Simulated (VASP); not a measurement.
# AgB (P1) in VASP: a series of runs

Runs on AgB. Level: LDA+U. Tasks: single point.

Everything below comes from runs of VASP 6.6.1. Logs are shortened: lines on timing, memory, paths and dates and some standing lists are left out, and cuts for length are marked.

**1. The cell of the first run**

The typed cell holds 2 atoms: a = 3.006 Å, b = 3.006 Å, c = 3.006 Å, α = 90.00°, β = 90.00°, γ = 90.00°.

**2. Single point, LDA+U**

File INCAR:

```
PREC = Accurate ; ENCUT = 520
EDIFF = 1E-6 ; ISMEAR = 1
SIGMA = 0.1 ; LREAL = False
LASPH = True ; NELM = 150
ALGO = Normal ; ISIF = 2
LWAVE = False ; LCHARG = False
LMAXMIX = 4 ; LDAU = True
LDAUTYPE = 2 ; LDAUL = 2 -1
LDAUU = 5 0 ; LDAUJ = 0 0
LDAUPRINT = 1 ; GGA = CA
NBANDS = 14
```

File KPOINTS:

```
regular mesh
0
Gamma
  8 8 8
```

File POSCAR:

```
AgB
1.0
    3.0059776000      0.0000000000      0.0000000000
    0.0000000000      3.0059776000      0.0000000000
    0.0000000000      0.0000000000      3.0059776000
Ag B
1 1
Direct
    0.0119100000      0.0015550000      0.0052100000
    0.4895470000      0.5133320000      0.4856800000
```

Potentials or basis: VASP PAW LDA potentials, release 64 (Ag, B).

Command:

```console
$ cat potpaw_LDA.64/Ag/POTCAR potpaw_LDA.64/B/POTCAR > POTCAR
$ mpirun -np 1 vasp_std > vasp.out
```

OUTCAR:

```text
PREC = Accurate
   ENCUT = 520
   EDIFF = 1E-6
   ISMEAR = 1
   LREAL = False
   LASPH = True
   NELM = 150
   ISIF = 2
   GGA = CA

 ion  position               nearest neighbor table
   1  0.012  0.002  0.005-   2 2.51   2 2.55   2 2.58   2 2.59   2 2.62   2 2.63   2 2.66   2 2.70

   2  0.490  0.513  0.486-   1 2.51   1 2.55   1 2.58   1 2.59   1 2.62   1 2.63   1 2.66   1 2.70

  LATTYP: Found a simple cubic cell.
 ALAT       =     3.0059776000

  Lattice vectors:

 A1 = (   3.0059776000,   0.0000000000,   0.0000000000)
 A2 = (   0.0000000000,   3.0059776000,   0.0000000000)
 A3 = (   0.0000000000,   0.0000000000,   3.0059776000)

Analysis of symmetry for initial positions (statically):
=====================================================================
 Subroutine PRICEL returns:
 Original cell was already a primitive cell.

 Routine SETGRP: Setting up the symmetry group for a
 simple cubic supercell.

 Subroutine GETGRP returns: Found  1 space group operations
 (whereof  1 operations were pure point group operations)
 out of a pool of 48 trial point group operations.

The static configuration has the point symmetry C_1 .

Analysis of symmetry for dynamics (positions and initial velocities):
=====================================================================
 Subroutine PRICEL returns:
 Original cell was already a primitive cell.

 Routine SETGRP: Setting up the symmetry group for a
 simple cubic supercell.

 Subroutine GETGRP returns: Found  1 space group operations
 (whereof  1 operations were pure point group operations)
 out of a pool of 48 trial point group operations.

The dynamic configuration has the point symmetry C_1 .

 Subroutine INISYM returns: Found  1 space group operations
 (whereof  1 operations are pure point group operations),
 and found     1 'primitive' translations

----------------------------------------------------------------------------------------

                                     Primitive cell

  volume of cell :      27.1617

  direct lattice vectors                    reciprocal lattice vectors
     3.005977600  0.000000000  0.000000000     0.332670476  0.000000000  0.000000000
     0.000000000  3.005977600  0.000000000     0.000000000  0.332670476  0.000000000
     0.000000000  0.000000000  3.005977600     0.000000000  0.000000000  0.332670476

  length of vectors
     3.005977600  3.005977600  3.005977600     0.332670476  0.332670476  0.332670476

  position of ions in fractional coordinates (direct lattice)
     0.011910000  0.001555000  0.005210000
     0.489547000  0.513332000  0.485680000

  ion indices of the primitive-cell ions
   primitive index   ion index
                 1           1
                 2           2

----------------------------------------------------------------------------------------

 KPOINTS: regular mesh

Automatic generation of k-mesh.
 Grid dimensions read from file:
 generate k-points for:    8    8    8

 Generating k-lattice:

  Cartesian coordinates                     Fractional coordinates (reciprocal lattice)
     0.041583810  0.000000000  0.000000000     0.125000000  0.000000000  0.000000000
     0.000000000  0.041583810  0.000000000     0.000000000  0.125000000  0.000000000
     0.000000000  0.000000000  0.041583810     0.000000000  0.000000000  0.125000000

  Length of vectors
     0.041583810  0.041583810  0.041583810

  Shift w.r.t. Gamma in fractional coordinates (k-lattice)
     0.000000000  0.000000000  0.000000000

 Subroutine IBZKPT returns following result:
 ===========================================

 Found    260 irreducible k-points:

 Following reciprocal coordinates:
            Coordinates               Weight
  0.000000  0.000000  0.000000      1.000000
  0.125000  0.000000  0.000000      2.000000
  0.000000  0.125000  0.000000      2.000000
  0.000000  0.000000  0.125000      2.000000
  0.250000  0.000000  0.000000      2.000000
  0.000000  0.250000  0.000000      2.000000
[... 16 lines left out ...]
 -0.125000  0.250000  0.000000      2.000000
 -0.250000  0.000000  0.125000      2.000000
 [... further k-points ...]
   k-points           NKPTS =    260   k-points in BZ     NKDIM =    260   number of bands    NBANDS=     14
   number of dos      NEDOS =    301   number of ions     NIONS =      2
   total plane-waves  NPLWV =  13824
   dimension x,y,z NGX =    24 NGY =   24 NGZ =   24
   dimension x,y,z NGXF=    48 NGYF=   48 NGZF=   48
   ions per type =               1   1
   NGX,Y,Z   is equivalent  to a cutoff of  13.27, 13.27, 13.27 a.u.
   NGXF,Y,Z  is equivalent  to a cutoff of  26.55, 26.55, 26.55 a.u.
 SYSTEM =  unknown system
   PREC   = accura    normal or accurate (medium, high low for compatibility)
   ISTART =      0    job   : 0-new  1-cont  2-samecut
   ICHARG =      2    charge: 1-file 2-atom 10-const
   ISPIN  =      1    spin polarized calculation?
   LNONCOLLINEAR =      F non collinear calculations
   LSORBIT =      F    spin-orbit coupling
   LASPH  =      T    aspherical Exc in radial PAW
   ENCUT  =  520.0 eV  38.22 Ry    6.18 a.u.   5.59  5.59  5.59*2*pi/ulx,y,z
   NELM   =    150;   NELMIN=  2; NELMDL= -5     # of ELM steps
   EDIFF  = 0.1E-05   stopping-criterion for ELM
   LREAL  =      F    real-space projection
   EDIFFG = 0.1E-04   stopping-criterion for IOM
   NSW    =      0    number of steps for IOM
   IBRION =     -1    ionic relax: 0-MD 1-quasi-New 2-CG
   NFREE  =      0    steps in history (QN), initial steepest desc. (CG)
   ISIF   =      2    stress and relaxation
   ISYM   =      2    0-nonsym 1-usesym 2-fastsym
   POTIM  = 0.5000    time-step for ionic-motion
   TEBEG  =    0.0;   TEEND  =   0.0 temperature during run
   PSTRESS=    0.0 pullay stress
   NELECT =      14.0000    total number of electrons
   NUPDOWN=      -1.0000    fix difference up-down
   EMIN   =  10.00;   EMAX   =-10.00  energy-range for DOS
   EFERMI =   0.00;   METHOD = LEGACY
   ISMEAR =     1;   SIGMA  =   0.10  broadening in eV -4-tet -1-fermi 0-gaus
   EFERMI_NEDOS =   21; number of points for ismear=-14 and -15
   IALGO  =     38    algorithm
   IMIX   =      4    mixing-type and parameters
     AMIX     =   0.40;   BMIX     =  1.00
     AMIX_MAG =   1.60;   BMIX_MAG =  1.00
  volume/ion in A,a.u.               =      13.58        91.65
  Fermi-wavevector in a.u.,A,eV,Ry     =   1.312598  2.480451 23.441665  1.722914
  Thomas-Fermi vector in A             =   2.442979
   LORBIT       =      0    0 simple, 1 ext, 2 COOP (PROOUT), +10 PAW based schemes
 LDA+U is selected, type is set to LDAUTYPE =  2
   angular momentum for each species LDAUL =     2   -1
   U (eV)           for each species LDAUU =   5.0  0.0
   J (eV)           for each species LDAUJ =   0.0  0.0
   GGA     = CA    functional components
   LHFCALC =     F    Hartree Fock is set to
   AEXX    =    0.0000 exact exchange contribution
   IVDW    =     0    specifies the selected vdW correction
   LEPSILON=     F    determine dielectric tensor
   LRPA    =     F    only Hartree local field effects (RPA)
 non-spin polarized calculation
 Methfessel and Paxton  Order N= 1 SIGMA  =   0.10
  energy-cutoff  :      520.00
  volume of cell :       27.16
 maximum number of plane-waves:       743
 NGX is ok and might be reduce to    24
   NGX = 11   NGY = 11   NGZ = 11

atom =   1  type =  1  l = 2

 onsite density matrix

spin component  1

  0.9277 -0.0006  0.0001  0.0003  0.0000
 -0.0006  0.9275 -0.0001  0.0003  0.0001
  0.0001 -0.0001  0.9525  0.0001  0.0000
  0.0003  0.0003  0.0001  0.9281  0.0002
  0.0000  0.0001  0.0000  0.0002  0.9525

spin component  2

  0.9277 -0.0006  0.0001  0.0003  0.0000
 -0.0006  0.9275 -0.0001  0.0003  0.0001
  0.0001 -0.0001  0.9525  0.0001  0.0000
  0.0003  0.0003  0.0001  0.9281  0.0002
  0.0000  0.0001  0.0000  0.0002  0.9525

 occupancies and eigenvectors

  o =  0.9269  v = -0.6075 -0.7139  0.0000  0.3483  0.0002  0.0000  0.0000  0.0000  0.0000  0.0000      0.0000  0.0000  0.0000  0.0000  0.0000  0.0000  0.0000  0.0000  0.0000  0.0000
  o =  0.9269  v =  0.0000  0.0000  0.0000  0.0000  0.0000 -0.6075 -0.7139  0.0000  0.3483  0.0002      0.0000  0.0000  0.0000  0.0000  0.0000  0.0000  0.0000  0.0000  0.0000  0.0000
  o =  0.9282  v = -0.7396  0.6682  0.0048  0.0796 -0.0031  0.0000  0.0000  0.0000  0.0000  0.0000      0.0000  0.0000  0.0000  0.0000  0.0000  0.0000  0.0000  0.0000  0.0000  0.0000
  o =  0.9282  v =  0.0000  0.0000  0.0000  0.0000  0.0000 -0.7396  0.6682  0.0048  0.0796 -0.0031      0.0000  0.0000  0.0000  0.0000  0.0000  0.0000  0.0000  0.0000  0.0000  0.0000
  o =  0.9282  v = -0.2896 -0.2092  0.0048 -0.9340  0.0075  0.0000  0.0000  0.0000  0.0000  0.0000      0.0000  0.0000  0.0000  0.0000  0.0000  0.0000  0.0000  0.0000  0.0000  0.0000
  o =  0.9282  v =  0.0000  0.0000  0.0000  0.0000  0.0000 -0.2896 -0.2092  0.0048 -0.9340  0.0075      0.0000  0.0000  0.0000  0.0000  0.0000  0.0000  0.0000  0.0000  0.0000  0.0000
  o =  0.9524  v = -0.0038  0.0041 -0.7740  0.0013  0.6331  0.0000  0.0000  0.0000  0.0000  0.0000      0.0000  0.0000  0.0000  0.0000  0.0000  0.0000  0.0000  0.0000  0.0000  0.0000
  o =  0.9524  v =  0.0000  0.0000  0.0000  0.0000  0.0000 -0.0038  0.0041 -0.7740  0.0013  0.6331      0.0000  0.0000  0.0000  0.0000  0.0000  0.0000  0.0000  0.0000  0.0000  0.0000
  o =  0.9525  v =  0.0000  0.0000  0.0000  0.0000  0.0000  0.0031  0.0015  0.6331  0.0082  0.7740      0.0000  0.0000  0.0000  0.0000  0.0000  0.0000  0.0000  0.0000  0.0000  0.0000
  o =  0.9525  v =  0.0031  0.0015  0.6331  0.0082  0.7740  0.0000  0.0000  0.0000  0.0000  0.0000      0.0000  0.0000  0.0000  0.0000  0.0000  0.0000  0.0000  0.0000  0.0000  0.0000

 number of electron      14.0000000 magnetization

 Free energy of the ion-electron system (eV)
  ---------------------------------------------------
  ext. energy  EPLUGINS =         0.00000000
  ---------------------------------------------------
  free energy    TOTEN  =        -6.47472377 eV

  energy without entropy =       -6.47283515  energy(sigma->0) =       -6.47409423

 E-fermi :   6.5826     XC(G=0): -11.9358

 val. band max:        6.5624550965   @ k =  -0.3750   0.2500   0.3750
 cond. band min:       6.5948249048   @ k =   0.3750   0.0000   0.5000
 fundamental gap:      0.0323698083
 Fermi energy:         6.5826019691

 k-point     1 :       0.0000    0.0000    0.0000
  band No.  band energies     occupation
      1      -3.5771      2.00000
      2      -0.5581      2.00000
      3      -0.5579      2.00000
      4       1.3038      2.00000
      5       1.3110      2.00000
      6       1.3141      2.00000
      7       8.8401      0.00000
      8       8.8507      0.00000
      9       8.8606      0.00000
     10      14.1026      0.00000
     11      18.1218      0.00000
     12      18.1497      0.00000
     13      24.8398      0.00000
     14      24.8584      0.00000

 k-point     2 :       0.1250    0.0000    0.0000
  band No.  band energies     occupation
      1      -3.3322      2.00000
      2      -0.5255      2.00000
      3      -0.4372      2.00000
      4       1.1669      2.00000
      5       1.1726      2.00000
      6       1.3218      2.00000
      7       7.8286     -0.00000
      8       9.1369      0.00000
      9       9.1457      0.00000
     10      14.5434      0.00000
     11      18.1182      0.00000
     12      18.7098      0.00000
     13      23.9073      0.00000
     14      23.9328      0.00000

 k-point     3 :       0.0000    0.1250    0.0000
  band No.  band energies     occupation
      1      -3.3317      2.00000
      2      -0.5254      2.00000
      3      -0.4376      2.00000
      4       1.1649      2.00000
      5       1.1753      2.00000
      6       1.3211      2.00000
      7       7.8169     -0.00000
      8       9.1461      0.00000
      9       9.1516      0.00000
     10      14.5367      0.00000
     11      18.0956      0.00000
     12      18.7359      0.00000
     13      23.9297      0.00000
     14      23.9427      0.00000
[... 324 lines left out ...]
 k-point    23 :      -0.1250    0.2500    0.0000
  band No.  band energies     occupation
      1      -2.4413      2.00000
      2      -0.3628      2.00000
      3      -0.0898      2.00000
      4       0.7791      2.00000
      5       0.8826      2.00000
      6       1.2411      2.00000
      7       6.1542      2.00000
      8       8.8498      0.00000
      9      10.0349      0.00000
     10      15.3626      0.00000
     11      18.4076      0.00000
     12      19.1625      0.00000
     13      21.0603      0.00000
     14      22.0180      0.00000

 k-point    24 :      -0.2500    0.0000    0.1250
  band No.  band energies     occupation
      1      -2.4450      2.00000
      2      -0.3637      2.00000
      3      -0.0867      2.00000
      4       0.7856      2.00000
      5       0.8819      2.00000
      6       1.2404      2.00000
      7       6.1543      2.00000
      8       8.8404      0.00000
      9      10.0280      0.00000
     10      15.3845      0.00000
     11      18.4523      0.00000
     12      19.1442      0.00000
     13      21.0071      0.00000
     14      21.9927      0.00000

 [... further k-points ...]
[... 5 lines left out ...]
  --------------------------------------------------------------------------------------
  -------------------------------------------------------------------------------------
  Total       -2.9957179     -2.9983408     -2.9966551     -0.0112468     -0.0099652      0.0182264
  in kB     -176.7072150   -176.8619272   -176.7624975     -0.6634092     -0.5878130      1.0751141
  external PRESSURE =    -176.7772132 kB  Pullay stress =       0.0000000 kB

 VOLUME and BASIS-vectors are now :
 -----------------------------------------------------------------------------
  energy-cutoff  :      520.00
  volume of cell :       27.16
      direct lattice vectors                 reciprocal lattice vectors
     3.005977600  0.000000000  0.000000000     0.332670476  0.000000000  0.000000000
     0.000000000  3.005977600  0.000000000     0.000000000  0.332670476  0.000000000
     0.000000000  0.000000000  3.005977600     0.000000000  0.000000000  0.332670476

 POSITION                                       TOTAL-FORCE (eV/Angst)
 -----------------------------------------------------------------------------------
      0.03580      0.00467      0.01566         0.000390      0.000629     -0.000067
      1.47157      1.54306      1.45994        -0.000390     -0.000629      0.000067
 -----------------------------------------------------------------------------------
    total drift:                               -0.000055      0.000053      0.000078

  FREE ENERGIE OF THE ION-ELECTRON SYSTEM (eV)
  ---------------------------------------------------
  free  energy   TOTEN  =        -6.4747237721 eV

  energy  without entropy=       -6.4728351502  energy(sigma->0) =       -6.47409423
```

It took 63 s on 1 thread of Intel Xeon 8259CL, shared host; peak memory 0.21 GiB.

What came out:

```
Free energy            : -6.4747 eV
Pressure               : -17.7 GPa
Band gap on the k mesh : zero (bands 7 and 8 overlap by 3.42 eV)
```

Stress tensor (GPa, compression positive):
```
-17.67  -0.07   0.11
 -0.07 -17.69  -0.06
  0.11  -0.06 -17.68
```

Levels at points of the mesh, in eV from the Fermi level:
| k point | band 3 | band 4 | band 5 | band 6 | band 7 | band 8 | band 9 | band 10 | band 11 | band 12 |
| --- | --- | --- | --- | --- | --- | --- | --- | --- | --- | --- |
| (0.00, 0.00, 0.00) | -7.14 | -5.28 | -5.27 | -5.27 | 2.26 | 2.27 | 2.28 | 7.52 | 11.54 | 11.57 |
| (0.50, 0.00, 0.00) | -6.91 | -6.11 | -6.10 | -5.20 | -3.04 | 4.49 | 4.51 | 10.04 | 10.40 | 11.37 |
| (0.00, 0.50, 0.00) | -6.91 | -6.11 | -6.09 | -5.20 | -3.04 | 4.48 | 4.51 | 10.09 | 10.34 | 11.38 |
| (0.00, 0.00, 0.50) | -6.91 | -6.11 | -6.09 | -5.20 | -3.04 | 4.48 | 4.51 | 10.06 | 10.38 | 11.37 |
| (0.50, 0.50, 0.00) | -5.81 | -5.80 | -4.76 | -2.63 | -2.61 | -1.03 | 3.11 | 4.10 | 12.35 | 12.36 |
| (0.00, 0.50, 0.50) | -5.81 | -5.80 | -4.76 | -2.63 | -2.61 | -1.03 | 3.11 | 4.11 | 12.35 | 12.36 |
| (0.50, 0.00, 0.50) | -5.81 | -5.80 | -4.76 | -2.64 | -2.62 | -1.03 | 3.11 | 4.10 | 12.34 | 12.36 |
| (0.50, 0.50, 0.50) | -7.47 | -4.73 | -4.72 | -2.30 | 2.10 | 2.14 | 2.16 | 4.87 | 4.90 | 4.95 |

Eigenvalues of the final occupation matrices:
```tsv
site	spin	trace	eigenvalues
site 1 d	1	4.69	0.93 0.93 0.93 0.95 0.95
site 1 d	2	4.69	0.93 0.93 0.93 0.95 0.95
```

Caveat: the cell stands under tension; U without spin polarisation on a metal has little footing; the U is typed as a test and isn't derived for this compound.

**3. Single point, LDA+U**

File INCAR:

```
SYSTEM = AgB
ALGO = Normal
EDIFF = 1E-6
ENCUT = 520
GGA = CA
ISIF = 2
ISMEAR = 1
LASPH = .True.
LCHARG = .True.
LDAU = .True.
LDAUJ = 0 0
LDAUL = 2 -1
LDAUPRINT = 1
LDAUTYPE = 2
LDAUU = 5 0
LELF = .True.
LMAXMIX = 4
LREAL = .False.
LVHAR = .True.
LWAVE = .False.
NBANDS = 14
NELM = 150
PREC = Accurate
SIGMA = 0.1
```

File KPOINTS:

```
k-points
0
Gamma
  10 10 10
  0 0 0
```

POSCAR is that of step 2.

Potentials or basis: VASP PAW LDA potentials, release 64 (Ag, B).

Command:

```console
$ cat potpaw_LDA.64/Ag/POTCAR potpaw_LDA.64/B/POTCAR > POTCAR
$ mpirun -np 1 vasp_std > vasp.out
```

Run time: 2.1 min. Hardware: 1 thread of Intel Xeon 8259CL, shared host; peak memory 0.29 GiB.

It converged, with:

- Free energy: -6.5201 eV
- Pressure: -18.3 GPa
- Largest force: 0.021 eV/Å
- Band gap on the k mesh: zero (bands 7 and 8 overlap by 3.45 eV)

Forces on the atoms (eV/Å):
```
Ag   0.015 -0.007  0.013
B   -0.015  0.007 -0.013
```

Stress tensor (GPa, compression positive):
```
-18.31  -0.08   0.14
 -0.08 -18.22  -0.07
  0.14  -0.07 -18.28
```

Levels at points of the mesh, in eV from the Fermi level:
```csv
k point,band 4,band 5,band 6,band 7,band 8,band 9,band 10,band 11
"(0.00, 0.00, 0.00)",-5.50,-5.50,-5.49,2.02,2.03,2.04,7.29,11.31
"(0.50, 0.00, 0.00)",-6.34,-6.32,-5.42,-3.26,4.25,4.27,9.81,10.17
"(0.00, 0.50, 0.00)",-6.33,-6.32,-5.42,-3.27,4.24,4.28,9.85,10.11
"(0.00, 0.00, 0.50)",-6.34,-6.32,-5.42,-3.26,4.25,4.28,9.82,10.15
"(0.50, 0.50, 0.00)",-6.03,-4.97,-2.86,-2.85,-1.27,2.89,3.86,12.11
"(0.00, 0.50, 0.50)",-6.03,-4.98,-2.86,-2.85,-1.27,2.89,3.87,12.12
"(0.50, 0.00, 0.50)",-6.02,-4.97,-2.87,-2.85,-1.26,2.89,3.86,12.11
"(0.50, 0.50, 0.50)",-4.94,-4.94,-2.54,1.87,1.90,1.93,4.64,4.67
```

Eigenvalues of the final occupation matrices:
| site | spin | trace | eigenvalues |
| --- | --- | --- | --- |
| site 1 d | 1 | 4.69 | 0.93 0.93 0.93 0.95 0.95 |
| site 1 d | 2 | 4.69 | 0.93 0.93 0.93 0.95 0.95 |

Caveat: the cell stands under tension; U without spin polarisation on a metal has little footing; the U is typed as a test and isn't derived for this compound.

(Part 1 of 2 ends here.)
